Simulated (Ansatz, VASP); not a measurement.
## BP: VASP beside Ansatz

INCAR

```
PREC     = Accurate       # precision mode
ENCUT    = 520            # plane-wave cutoff, eV
EDIFF    = 1E-6           # SCF threshold, eV
ISMEAR   = 0              # smearing method
SIGMA    = 0.05           # smearing width, eV
LREAL    = False          # projectors in reciprocal space
LASPH    = True           # aspherical terms in the spheres
NELM     = 80             # most SCF steps
ALGO     = Normal         # electronic algorithm
ISIF     = 2              # what is computed and relaxed
LWAVE    = False          # write WAVECAR
LCHARG   = False          # write CHGCAR
GGA      = PE             # functional
NBANDS   = 11             # bands
```

KPOINTS

```
Automatic mesh
0
Gamma
  12 12 12
```

The input POSCAR:

```
BP
1.0
    0.0000000000      2.0604887005      2.3245585520
    2.3245585520      0.0000000000      2.3245585520
    2.3245585520      2.0604887005      0.0000000000
B P
1 1
Direct
    0.0000000000      0.0000000000      0.0000000000
    0.7500000000      0.7500000000      0.7500000000
```

Input for Ansatz:

```yaml
crystal:
  lattice:
    - [0.0, 2.0604887005, 2.324558552]
    - [2.324558552, 0.0, 2.324558552]
    - [2.324558552, 2.0604887005, 0.0]
  atoms:
    - { symbol: B, position: [0.0, 0.0, 0.0] }
    - { symbol: P, position: [0.75, 0.75, 0.75] }
basis:
  ecutwfc: 520.0
kpoints:
  mp_grid: { grid: [12, 12, 12] }
hamiltonian:
  xc: pbe
scf:
  occupations: { method: gaussian, width: 0.05 }
output:
  forces: true
  stress: true
  eigenvalues: true
```

Alike in both runs: task single point; functional PBE; k mesh 12 × 12 × 12; occupations gaussian, width 0.05 eV; no spin polarisation.

```csv
,VASP,Ansatz
version,VASP 6.6.1,Ansatz 0.2.0
potentials or method,"VASP PAW PBE potentials, release 64 (B, P), cutoff 520 eV","scalar-relativistic, plane waves, PAW"
valence electrons in the cell,8,8
```

```csv
,VASP,Ansatz,Ansatz less VASP
gap on the k mesh at the Fermi level (eV),none,none,-
pressure (GPa),9.1,9.4,+0.28
"traceless stress, the component that is largest in VASP (GPa)",18.17,18.15,-0.021
```

A gap of «none» marks a metal or a gap that the smearing closes. The functional is the same, so the differences come from potentials, cutoffs and numerics.
